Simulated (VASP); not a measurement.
# TaN (P-6m2) in VASP: single point with LDA

Aim: the single point of TaN with LDA.

Everything below comes from runs of VASP 6.6.1. Logs are shortened: lines on timing, memory, paths and dates and some standing lists are left out, and cuts for length are marked.

## (1) The cell of the first run

It takes space group P-6m2 (No. 187, hexagonal). Conventional cell: a = 2.938 Å, b = 2.938 Å, c = 2.883 Å, α = 90.00°, β = 90.00°, γ = 120.00°. Ta (site symmetry -6m2) has 6 N at 2.23 Å and 8 Ta at 2.88 to 2.94 Å within 3.0 Å. Within 3.0 Å of N (site symmetry -6m2) lie 6 Ta at 2.23 Å and 8 N at 2.88 to 2.94 Å.

## (2) Single point, LDA

Input file INCAR:

```
  PREC = Accurate
  ENCUT = 1330
  EDIFF = 1E-6
  ISMEAR = -1
  SIGMA = 0.02
  LREAL = False
  LASPH = True
  NELM = 120
  ALGO = Normal
  ISIF = 2
  LWAVE = False
  LCHARG = True
  LELF = True
  LVHAR = True
  NBANDS = 16
  GGA_COMPAT = False
```

Input file KPOINTS:

```
regular mesh
0
Gamma
  9 9 8
```

Input file POSCAR:

```
TaN
1.0
    2.9380000000      0.0000000000      0.0000000000
   -1.4690000000      2.5443826363      0.0000000000
    0.0000000000      0.0000000000      2.8830000000
Ta N
1 1
Direct
    0.3199620576      0.6580713020      0.4567466505
   -0.0133702443     -0.0085968053     -0.0432514805
```

Potentials or basis: VASP PAW LDA potentials, release 64 (Ta_sv_GW, N_h).

On the command line:

```sh
$ cat potpaw_LDA.64/Ta_sv_GW/POTCAR potpaw_LDA.64/N_h/POTCAR > POTCAR
$ mpirun -np 1 vasp_std > vasp.out
```

OUTCAR:

```text
PREC = Accurate
   ENCUT = 1330
   EDIFF = 1E-6
   ISMEAR = -1
   LREAL = False
   LASPH = True
   NELM = 120
   ISIF = 2

 ion  position               nearest neighbor table
   1  0.320  0.658  0.457-   2 2.23   2 2.23   2 2.23   2 2.23   2 2.23   2 2.23
   2  0.987  0.991  0.957-   1 2.23   1 2.23   1 2.23   1 2.23   1 2.23   1 2.23

  LATTYP: Found a hexagonal cell.
 ALAT       =     2.9380000000
 C/A-ratio  =     0.9812797822

  Lattice vectors:

 A1 = (   2.9380000000,   0.0000000000,   0.0000000000)
 A2 = (  -1.4690000000,   2.5443826363,   0.0000000000)
 A3 = (   0.0000000000,   0.0000000000,   2.8830000000)

Analysis of symmetry for initial positions (statically):
=====================================================================
 Subroutine PRICEL returns:
 Original cell was already a primitive cell.

 Routine SETGRP: Setting up the symmetry group for a
 hexagonal supercell.

 Subroutine GETGRP returns: Found 12 space group operations
 (whereof  1 operations were pure point group operations)
 out of a pool of 24 trial point group operations.

The static configuration has the point symmetry C_1 .
 The point group associated with its full space group is D_3h.

Analysis of symmetry for dynamics (positions and initial velocities):
=====================================================================
 Subroutine PRICEL returns:
 Original cell was already a primitive cell.

 Routine SETGRP: Setting up the symmetry group for a
 hexagonal supercell.

 Subroutine GETGRP returns: Found 12 space group operations
 (whereof  1 operations were pure point group operations)
 out of a pool of 24 trial point group operations.

The dynamic configuration has the point symmetry C_1 .
 The point group associated with its full space group is D_3h.

 Subroutine INISYM returns: Found 12 space group operations
 (whereof  1 operations are pure point group operations),
 and found     1 'primitive' translations

----------------------------------------------------------------------------------------

                                     Primitive cell

  volume of cell :      21.5516

  direct lattice vectors                    reciprocal lattice vectors
     2.938000000  0.000000000  0.000000000     0.340367597  0.196511324  0.000000000
    -1.469000000  2.544382636  0.000000000     0.000000000  0.393022648  0.000000000
     0.000000000  0.000000000  2.883000000     0.000000000  0.000000000  0.346860909

  length of vectors
     2.938000000  2.938000000  2.883000000     0.393022648  0.393022648  0.346860909
[... 74 lines left out ...]
   ICHARG =      2    charge: 1-file 2-atom 10-const
   ISPIN  =      1    spin polarized calculation?
   LNONCOLLINEAR =      F non collinear calculations
   LSORBIT =      F    spin-orbit coupling
   LASPH  =      T    aspherical Exc in radial PAW
   ENCUT  = 1330.0 eV  97.75 Ry    9.89 a.u.   8.74  8.74  8.57*2*pi/ulx,y,z
   NELM   =    120;   NELMIN=  2; NELMDL= -5     # of ELM steps
   EDIFF  = 0.1E-05   stopping-criterion for ELM
   LREAL  =      F    real-space projection
[... 7 lines left out ...]
   TEBEG  =    0.0;   TEEND  =   0.0 temperature during run
   PSTRESS=    0.0 pullay stress
   NELECT =      18.0000    total number of electrons
   NUPDOWN=      -1.0000    fix difference up-down
   EMIN   =  10.00;   EMAX   =-10.00  energy-range for DOS
   EFERMI =   0.00;   METHOD = LEGACY
   ISMEAR =    -1;   SIGMA  =   0.02  broadening in eV -4-tet -1-fermi 0-gaus
   EFERMI_NEDOS =   21; number of points for ismear=-14 and -15
   IALGO  =     38    algorithm
   IMIX   =      4    mixing-type and parameters
     AMIX     =   0.40;   BMIX     =  1.00
     AMIX_MAG =   1.60;   BMIX_MAG =  1.00
  volume/ion in A,a.u.               =      10.78        72.72
  Fermi-wavevector in a.u.,A,eV,Ry     =   1.541722  2.913432 32.339776  2.376906
  Thomas-Fermi vector in A             =   2.647628
   LORBIT       =      0    0 simple, 1 ext, 2 COOP (PROOUT), +10 PAW based schemes
   GGA     = CA    functional components
   LHFCALC =     F    Hartree Fock is set to
   AEXX    =    0.0000 exact exchange contribution
   IVDW    =     0    specifies the selected vdW correction
   LEPSILON=     F    determine dielectric tensor
   LRPA    =     F    only Hartree local field effects (RPA)
 non-spin polarized calculation
  energy-cutoff  :     1330.00
  volume of cell :       21.55
 maximum number of plane-waves:      2411
 NGX is ok and might be reduce to    36
   NGX = 17   NGY = 17   NGZ = 17

 number of electron      18.0000000 magnetization

 Free energy of the ion-electron system (eV)
  ---------------------------------------------------
  ext. energy  EPLUGINS =         0.00000000
  ---------------------------------------------------
  free energy    TOTEN  =       -27.20926860 eV

  energy without entropy =      -27.20912074  energy(sigma->0) =      -27.20919467

 E-fermi :  12.5111     XC(G=0): -13.9919

 val. band max:       12.4896647869   @ k =   0.0000   0.0000   0.3750
 cond. band min:      12.6015893901   @ k =   0.3333   0.3333   0.0000
 fundamental gap:      0.1119246031
 Fermi energy:        12.5110791443

 k-point     1 :       0.0000    0.0000    0.0000
  band No.  band energies     occupation
      1     -55.6466      2.00000
      2     -22.1616      2.00000
      3     -21.9022      2.00000
      4     -21.9021      2.00000
      5      -5.0575      2.00000
      6       7.9134      2.00000
[... 433 lines left out ...]
      3     -22.5677      2.00000
      4     -22.1204      2.00000
      5      -2.4290      2.00000
      6       5.4309      2.00000
[... 8 lines left out ...]
     15      26.2474      0.00000
     16      27.3494      0.00000

 [... further k-points ...]

------------------------ aborting loop because EDIFF is reached ----------------------------------------

  FORCE on cell =-STRESS in cart. coord.  units (eV):
  Direction    XX          YY          ZZ          XY          YZ          ZX
  --------------------------------------------------------------------------------------
  -------------------------------------------------------------------------------------
  Total       -1.3638967     -1.3638967     -1.5082381     -0.0000000     -0.0000000      0.0000000
  in kB     -101.3942247   -101.3942247   -112.1247863     -0.0000000     -0.0000000      0.0000000
  external PRESSURE =    -104.9710786 kB  Pullay stress =       0.0000000 kB

 VOLUME and BASIS-vectors are now :
 -----------------------------------------------------------------------------
  energy-cutoff  :     1330.00
  volume of cell :       21.55
      direct lattice vectors                 reciprocal lattice vectors
     2.938000000  0.000000000  0.000000000     0.340367597  0.196511324  0.000000000
    -1.469000000  2.544382636  0.000000000     0.000000000  0.393022648  0.000000000
     0.000000000  0.000000000  2.883000000     0.000000000  0.000000000  0.346860909

 POSITION                                       TOTAL-FORCE (eV/Angst)
 -----------------------------------------------------------------------------------
     -0.02666      1.67439      1.31680         0.000000     -0.000000      0.000000
      1.44235      2.52251      2.75831         0.000000      0.000000      0.000000
 -----------------------------------------------------------------------------------
    total drift:                               -0.004840      0.003447     -0.004437

  FREE ENERGIE OF THE ION-ELECTRON SYSTEM (eV)
  ---------------------------------------------------
  free  energy   TOTEN  =       -27.2092685971 eV

  energy  without entropy=      -27.2091207425  energy(sigma->0) =      -27.20919467
```

Wall time 50 s (1 thread of Intel Xeon Platinum 8488C (Sapphire Rapids), shared host); peak memory 0.26 GiB.

Results:

```yaml
Free_energy: -27.2093 eV
Pressure: -10.5 GPa
Band_gap_on_the_k_mesh: zero (bands 9 and 10 overlap by 0.26 eV)
```

Levels at points of the mesh, in eV from the Fermi level:
```tsv
k point	band 7	band 8	band 9	band 10	band 11	band 12
(0.00, 0.00, 0.00)	-4.60	-4.24	-2.93	2.30	3.52	3.52
(0.00, 0.00, 0.50)	-3.78	-3.78	-0.17	-0.17	2.37	3.21
```

Caveat: the cell stands under tension; spin-orbit coupling is left out, which moves the levels of the heavy elements.

The gap in the log of VASP goes by the Fermi energy; the results here count the filled bands.